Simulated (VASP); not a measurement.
Here is a VASP 6.6.1 calculation.

INCAR

```
SYSTEM = K
  PREC = Accurate
  ENCUT = 520
  EDIFF = 1E-7
  ISMEAR = -1
  SIGMA = 0.05
  LREAL = .FALSE.
  LASPH = .TRUE.
  NELM = 60
  ALGO = Normal
  ISIF = 2
  LWAVE = .FALSE.
  LCHARG = .FALSE.
  GGA = PS
  NBANDS = 10
```

The input KPOINTS:

```
Automatic mesh
0
G
  16 16 16
  0 0 0
```

File POSCAR:

```
K
1.0
   -1.9541506440      1.9541506440      1.9541506440
    1.9541506440     -1.9541506440      1.9541506440
    1.9541506440      1.9541506440     -1.9541506440
K
1
Direct
    0.0000000000      0.0000000000      0.0000000000
```

Potentials or basis: VASP PAW PBE potentials, release 64 (K_sv).

Launch:

```bash
$ cat potpaw_PBE.64/K_sv/POTCAR > POTCAR
$ mpirun -np 1 vasp_std > vasp.out
```

Q: Predict the pressure.

A: 15.0 GPa.

Caveat: the PAW data sets were made with another functional, which shifts forces and pressure a little.
